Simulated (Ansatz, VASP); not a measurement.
# One calculation of Mg, two programs

The input INCAR:

```
SYSTEM = Mg
PREC     = Accurate       ! precision mode
ENCUT    = 520            ! plane-wave cutoff, eV
EDIFF    = 1E-7           ! SCF threshold, eV
ISMEAR   = 0              ! smearing method
SIGMA    = 0.15           ! smearing width, eV
LREAL    = .False.        ! projectors in reciprocal space
LASPH    = .True.         ! aspherical terms in the spheres
NELM     = 100            ! most SCF steps
ALGO     = Normal         ! electronic algorithm
ISIF     = 2              ! what is computed and relaxed
LWAVE    = .False.        ! write WAVECAR
LCHARG   = .False.        ! write CHGCAR
GGA      = PS             ! functional
NBANDS   = 9              ! bands
```

KPOINTS

```
Automatic mesh
0
Gamma
  18 18 10
  0 0 0
```

POSCAR

```
Mg
1.0
    3.4570829597      0.0000000000      0.0000000000
   -1.7285414798      2.9939216661      0.0000000000
    0.0000000000      0.0000000000      4.4901262794
Mg
2
Direct
    0.3333333333      0.6666666667      0.2500000000
    0.6666666667      0.3333333333      0.7500000000
```

Input for Ansatz:

```yaml
crystal:
  lattice:
    - [3.4570829597, 0.0, 0.0]
    - [-1.7285414798, 2.9939216661, 0.0]
    - [0.0, 0.0, 4.4901262794]
  atoms:
    - { symbol: Mg, position: [0.3333333333, 0.6666666667, 0.25] }
    - { symbol: Mg, position: [0.6666666667, 0.3333333333, 0.75] }
basis:
  ecutwfc: 420
kpoints:
  mp_grid: { grid: [18, 18, 10] }
hamiltonian:
  xc: pbesol
scf:
  occupations: { method: gaussian, width: 0.15 }
output:
  forces: true
  stress: true
  eigenvalues: true
```

Alike in both runs: task single point; functional PBEsol; k mesh 18 × 18 × 10; occupations gaussian, width 0.15 eV; no spin polarisation.

|  | VASP | Ansatz |
| --- | --- | --- |
| version | VASP 6.6.1 | Ansatz 0.2.0 |
| potentials or method | VASP PAW PBE potentials, release 64 (Mg), cutoff 520 eV | scalar-relativistic, plane waves, PAW |
| valence electrons in the cell | 4 | 20 |

```tsv
	VASP	Ansatz	Ansatz less VASP
gap on the k mesh at the Fermi level (eV)	none	none	-
pressure (GPa)	0.4	0.4	+0.04
traceless stress, the component that is largest in VASP (GPa)	5.51	5.48	-0.031
```

VASP's potentials were made for PBE, not for PBEsol. A gap of «none» marks a metal or a gap that the smearing closes. With one functional, cell and mesh, what is left measures potentials, basis and numerics. VASP's potentials hold 4 valence electrons a cell and Ansatz's 20, so a difference there can come from the potentials and not from the codes.
